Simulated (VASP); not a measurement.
Write the native input for VASP 6.6.1 that does the following.

```
Task                   : single point
Functional             : r2SCAN
Potentials or basis    : VASP PAW PBE potentials, release 64 (La)
Cutoff                 : 550 eV
k mesh                 : 7 × 7 × 10
Occupations            : fermi-dirac, width 0.1 eV
Spin                   : no spin polarisation
Dipole correction      : no
Further INCAR settings : ALGO = Normal; EDIFF = 1e-06; NBANDS = 24
```

Crystal: La.

```
La
1.0
     6.13498    0.00000    0.00000
    -3.06749    5.31305    0.00000
     0.00000    0.00000    3.72189
La
3
Direct
  0.00000 0.00000 0.00000
  0.33333 0.66667 0.50000
  0.66667 0.33333 0.50000
```

This isn't the form of La at room conditions, which is double hcp.

One way to write it, as run:

POSCAR

```
La
1.0
    6.1349819208      0.0000000000      0.0000000000
   -3.0674909604      5.3130501952      0.0000000000
    0.0000000000      0.0000000000      3.7218909849
La
3
Direct
    1.0000000000      1.0000000000      0.0000000000
    0.3333333333      0.6666666667      0.5000000000
    0.6666666667      0.3333333333      0.5000000000
```

INCAR.step1

```
SYSTEM = La
ALGO = Normal
EDIFF = 1E-5
ENCUT = 550
GGA = PE
GGA_COMPAT = .False.
ISMEAR = -1
LASPH = .True.
LCHARG = .False.
LMAXMIX = 6
LREAL = .False.
LWAVE = .True.
NBANDS = 24
NELM = 200
PREC = Accurate
SIGMA = 0.1
```

INCAR.step2

```
SYSTEM = La
ALGO = Normal
EDIFF = 1E-6
ENCUT = 550
GGA_COMPAT = .False.
ISIF = 2
ISMEAR = -1
ISTART = 1
LASPH = .True.
LCHARG = .True.
LELF = .True.
LMAXMIX = 6
LMIXTAU = .True.
LREAL = .False.
LVHAR = .True.
LWAVE = .False.
METAGGA = R2SCAN
NBANDS = 24
NELM = 200
PREC = Accurate
SIGMA = 0.1
```

KPOINTS

```
k-points
0
Gamma
  7 7 10
  0 0 0
```

Potentials or basis: VASP PAW PBE potentials, release 64 (La).

The run is started by

```sh
$ cat potpaw_PBE.64/La/POTCAR > POTCAR
$ cp INCAR.step1 INCAR
$ mpirun -np 1 vasp_std > vasp.out
$ cp INCAR.step2 INCAR
$ mpirun -np 1 vasp_std > vasp.out
```

Results of the run:

* Pressure: -1.7 GPa
* Band gap on the k mesh: zero (an odd number of electrons rules out a gap without spin polarisation)

Caveat: the PAW data sets were made with another functional, which shifts forces and pressure a little; spin-orbit coupling is left out, which moves the levels of the heavy elements.

Run time: 10 min on 1 thread of AMD EPYC 9R45 96-Core Processor (Zen 5), with other jobs on the host, peak memory 0.32 GiB.
